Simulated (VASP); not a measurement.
**Al: relaxation of the atoms with PBE+D3(BJ)**

Al, a slab with vacuum:

```
CELL_PARAMETERS angstrom
8.44864 0.00000 0.00000
-4.22432 7.31673 0.00000
0.00000 0.00000 20.59886
ATOMIC_POSITIONS crystal
Al 0.22222 0.11111 0.38837
Al 0.22222 0.44444 0.38837
Al 0.22222 0.77778 0.38837
Al 0.55556 0.11111 0.38837
Al 0.55556 0.44444 0.38837
Al 0.55556 0.77778 0.38837
Al 0.88889 0.11111 0.38837
Al 0.88889 0.44444 0.38837
Al 0.88889 0.77778 0.38837
Al 0.44444 0.22222 0.50000
Al 0.44444 0.55556 0.50000
Al 0.44444 0.88889 0.50000
Al 0.77778 0.22222 0.50000
Al 0.77778 0.55556 0.50000
Al 0.77778 0.88889 0.50000
Al 0.11111 0.22222 0.50000
Al 0.11111 0.55556 0.50000
Al 0.11111 0.88889 0.50000
Al 0.66667 0.33333 0.61163
Al 0.66667 0.66667 0.61163
Al 0.66667 0.00000 0.61163
Al 0.00000 0.33333 0.61163
Al 0.00000 0.66667 0.61163
Al 0.00000 0.00000 0.61163
Al 0.33333 0.33333 0.61163
Al 0.33333 0.66667 0.61163
Al 0.33333 0.00000 0.61163
```

| Quantity | Value |
| --- | --- |
| Program | VASP 6.6.1 |
| Task | relaxation of the atoms |
| Functional | PBE |
| Dispersion | D3(BJ) |
| Potentials or basis | VASP PAW PBE potentials, release 64 (Al) |
| Cutoff | 520 eV |
| k mesh | 3 × 3 × 1 |
| Occupations | gaussian, width 0.1 eV |
| Spin | no spin polarisation |
| Dipole correction | yes |
| Atoms held fixed (from 0) | [0, 1, 2, 3, 4, 5, 6, 7, 8] |
| Further INCAR settings | LREAL = Auto; ALGO = Fast; EDIFF = 1e-07; IBRION = 2; EDIFFG = -0.03; NSW = 90 |

The energy gained by relaxing is 4.4 meV/atom, the ionic steps are 8 and the band gap on the k mesh is zero (an odd number of electrons rules out a gap without spin polarisation). The dispersion energy per atom is -0.233 eV.

The path:
```
step  energy change (eV)  largest force on free atoms (eV/Å)  pressure (GPa)
   1              0.0000                              0.1762           -0.43
   2             -0.0126                              0.1531           -0.46
   3             -0.0398                              0.1118           -0.55
   4             -0.0471                              0.2645           -0.72
   5             -0.0517                              0.2089           -0.66
   6             -0.0642                              0.1899           -0.68
   7             -0.0937                              0.1329           -0.78
   8             -0.1192                              0.0270           -0.96
```

Final structure:
```
Al
1.0
     8.44864    0.00000    0.00000
    -4.22432    7.31673    0.00000
     0.00000    0.00000   20.59886
Al
27
Direct
  0.22222 0.11111 0.38837
  0.22222 0.44444 0.38837
  0.22222 0.77778 0.38837
  0.55556 0.11111 0.38837
  0.55556 0.44444 0.38837
  0.55556 0.77778 0.38837
  0.88889 0.11111 0.38837
  0.88889 0.44444 0.38837
  0.88889 0.77778 0.38837
  0.44444 0.22222 0.50338
  0.44444 0.55556 0.50338
  0.44444 0.88889 0.50338
  0.77778 0.22222 0.50338
  0.77778 0.55556 0.50338
  0.77778 0.88889 0.50338
  0.11111 0.22222 0.50338
  0.11111 0.55556 0.50338
  0.11111 0.88889 0.50338
  0.66667 0.33333 0.61885
  0.66667 0.66667 0.61885
  0.66667 0.00000 0.61885
  0.00000 0.33333 0.61885
  0.00000 0.66667 0.61885
  0.00000 0.00000 0.61885
  0.33333 0.33333 0.61885
  0.33333 0.66667 0.61885
  0.33333 0.00000 0.61885
```

Levels at points of the mesh, in eV from the Fermi level:
| k point | band 39 | band 40 | band 41 | band 42 | band 43 | band 44 | band 45 | band 46 |
| --- | --- | --- | --- | --- | --- | --- | --- | --- |
| (0.00, 0.00, 0.00) | -0.88 | -0.88 | -0.04 | -0.04 | -0.04 | -0.04 | -0.04 | -0.04 |

It took 98 min on 1 thread of Oxide Virtual Turin-like Processor, on a shared host, peak memory 1.3 GiB.
